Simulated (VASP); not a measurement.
A run of VASP 6.6.1 is set up as follows.

Contents of INCAR:

```
  PREC = Accurate
  ENCUT = 600
  EDIFF = 1E-6
  ISMEAR = -1
  SIGMA = 0.02
  LREAL = False
  LASPH = True
  NELM = 80
  ALGO = Normal
  ISIF = 3
  LWAVE = False
  LCHARG = False
  GGA = PS
  IBRION = 2
  NSW = 80
  EDIFFG = -0.005
```

Contents of KPOINTS:

```
Automatic mesh
0
Gamma
  6 6 4
```

File POSCAR:

```
NaScTe2
1.0
    4.3195603006      0.0000000000      0.0000000000
    0.0000000000      4.3195603006      0.0000000000
    0.0000000000      0.0000000000      5.9273095064
Na Te Sc
1 2 1
Direct
    0.0000000000      0.0000000000      0.0000000000
    0.0000000000      0.0000000000      0.5000000000
    0.5000000000      0.5000000000      0.0000000000
    0.5000000000      0.5000000000      0.5000000000
```

Potentials or basis: VASP PAW PBE potentials, release 64 (Na_pv, Te, Sc_sv).

Run with:

```sh
$ cat potpaw_PBE.64/Na_pv/POTCAR potpaw_PBE.64/Te/POTCAR potpaw_PBE.64/Sc_sv/POTCAR > POTCAR
$ mpirun -np 1 vasp_std > vasp.out
```

(1) Estimate the band gap on the k mesh.

(2) Predict the space group after relaxing (to 0.1 Å).

(3) What does it give for the relaxed cell?

(4) Predict the relaxed volume.

Results:

(1) zero (bands 15 and 16 overlap by 0.43 eV).

(2) P4/mmm (No. 123).

(3) a = 4.249 Å, b = 4.249 Å, c = 5.860 Å, α = 90.00°, β = 90.00°, γ = 90.00°.

(4) 26.45 Å³/atom.

Caveat: the PAW data sets were made with another functional, which shifts forces and pressure a little; spin-orbit coupling is left out, which moves the levels of the heavy elements.
